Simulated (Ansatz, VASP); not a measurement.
# GaN: VASP beside Ansatz

```
Ga N
1.0
     0.00000    2.19929    2.07118
     2.19929    0.00000    2.07118
     2.19929    2.19929    0.00000
Ga N
1 1
Direct
  0.00000 0.00000 0.00000
  0.50000 0.50000 0.50000
```

Change from the starting cell: strain +0.030 along x and y, -0.030 along z, atoms carried along.

Alike in both runs: task single point; functional LDA; k mesh 14 × 14 × 14; occupations gaussian, width 0.03 eV; no spin polarisation.

|  | VASP | Ansatz |
| --- | --- | --- |
| version | VASP 6.6.1 | Ansatz 0.2.0 |
| potentials or method | VASP PAW LDA potentials, release 64 (Ga_d, N), cutoff 520 eV | scalar-relativistic, plane waves, PAW |
| valence electrons in the cell | 18 | 18 |

Ansatz gave:

- gap on the k mesh at the Fermi level (eV): none
- pressure (GPa): -17.4
- traceless stress, the component that is largest in VASP (GPa): 4.17

Q: Estimate VASP's values.

A: gap on the k mesh at the Fermi level (eV): none; pressure (GPa): -16.3; traceless stress, the component that is largest in VASP (GPa): 4.48.

LDA's correlation is that of Perdew and Zunger in VASP and of Perdew and Wang (1992) in Ansatz. A gap of «none» marks a metal or a gap that the smearing closes.
